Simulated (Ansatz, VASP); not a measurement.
# One calculation of Ge4Se3, two programs

```
CELL_PARAMETERS angstrom
5.55188 0.00000 0.00000
0.00000 5.55188 0.00000
0.00000 0.00000 5.55188
ATOMIC_POSITIONS crystal
Ge 0.69059 0.69059 0.69059
Ge 0.30941 0.30941 0.69059
Ge 0.30941 0.69059 0.30941
Ge 0.69059 0.30941 0.30941
Se 0.00000 0.00000 0.50000
Se 0.50000 0.00000 0.00000
Se 0.00000 0.50000 0.00000
```

Change from the starting cell: species swapped into the Ge3As4 type (P-43m, No. 215).

Alike in both runs: functional PBE; k mesh 8 × 8 × 8; occupations gaussian, width 0.1 eV; no spin polarisation.

Ansatz relaxed the structure, and its values are those at the end. VASP's run is a single point on that final structure, the one shown.

```csv
,VASP,Ansatz
version,VASP 6.6.1,Ansatz 0.2.0
potentials or method,"VASP PAW PBE potentials, release 64 (Ge_d, Se), cutoff 520 eV","scalar-relativistic, plane waves, PAW"
valence electrons in the cell,74,104
```

|  | VASP | Ansatz | Ansatz less VASP |
| --- | --- | --- | --- |
| gap on the k mesh at the Fermi level (eV) | none | none | - |
| pressure (GPa) | 0.0 | 0.0 | -0.03 |
| rms of the force components (eV/Å) | 0.005 | 0.001 | -0.0047 |

A gap of «none» marks a metal or a gap that the smearing closes. VASP's potentials hold 74 valence electrons a cell and Ansatz's 104, so a difference there can come from the potentials and not from the codes.
